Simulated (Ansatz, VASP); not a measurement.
# Two plane-wave programs on Be

File INCAR:

```
SYSTEM = Be
  PREC = Accurate
  ENCUT = 520
  EDIFF = 1E-6
  ISMEAR = -1
  SIGMA = 0.1
  LREAL = .FALSE.
  LASPH = .TRUE.
  NELM = 100
  ALGO = Normal
  ISIF = 2
  LWAVE = .FALSE.
  LCHARG = .FALSE.
  GGA = PE
  NBANDS = 9
```

Contents of KPOINTS:

```
Automatic mesh
0
G
  17 17 9
  0 0 0
```

POSCAR

```
Be
1.0
    2.2656737714      0.0000000000      0.0000000000
   -1.1328368857      1.9621310427      0.0000000000
    0.0000000000      0.0000000000      3.5587036811
Be
2
Direct
    0.3333333333      0.6666666667      0.2500000000
    0.6666666667      0.3333333333      0.7500000000
```

Input for Ansatz:

```yaml
crystal:
  lattice:
    - [2.2656737714, 0.0, 0.0]
    - [-1.1328368857, 1.9621310427, 0.0]
    - [0.0, 0.0, 3.5587036811]
  atoms:
    - { symbol: Be, position: [0.3333333333, 0.6666666667, 0.25] }
    - { symbol: Be, position: [0.6666666667, 0.3333333333, 0.75] }
hamiltonian:
  xc: pbe
  pseudopotentials:
    kind: paw
    azcp:
      Be: "pseudopotentials/Be.paw.azcp"
basis:
  ecutwfc: 420
  fft_grid_basis: typed
kpoints:
  mp_grid: { grid: [17, 17, 9], shift: [0, 0, 0] }
magnetization:
  spin_polarized: false
scf:
  occupations: { method: fermi_dirac, width: 0.1 }
  lower_state_search: "off"
output:
  stress: true
```

Alike in both runs: task single point; functional PBE; k mesh 17 × 17 × 9; occupations fermi-dirac, width 0.1 eV; no spin polarisation.

|  | VASP | Ansatz |
| --- | --- | --- |
| version | VASP 6.6.1 | Ansatz 0.2.0 |
| potentials or method | VASP PAW PBE potentials, release 64 (Be), cutoff 520 eV | plane waves (420 eV) with PAW, scalar-relativistic |
| valence electrons in the cell | 4 | 4 |

VASP gave:

| Quantity | Value |
| --- | --- |
| pressure (GPa) | 0.2 |
| traceless stress, the component that is largest in VASP (GPa) | -0.22 |

Problem. Estimate Ansatz's values.

Solution. Pressure (GPa): 0.0; traceless stress, the component that is largest in VASP (GPa): -0.25.
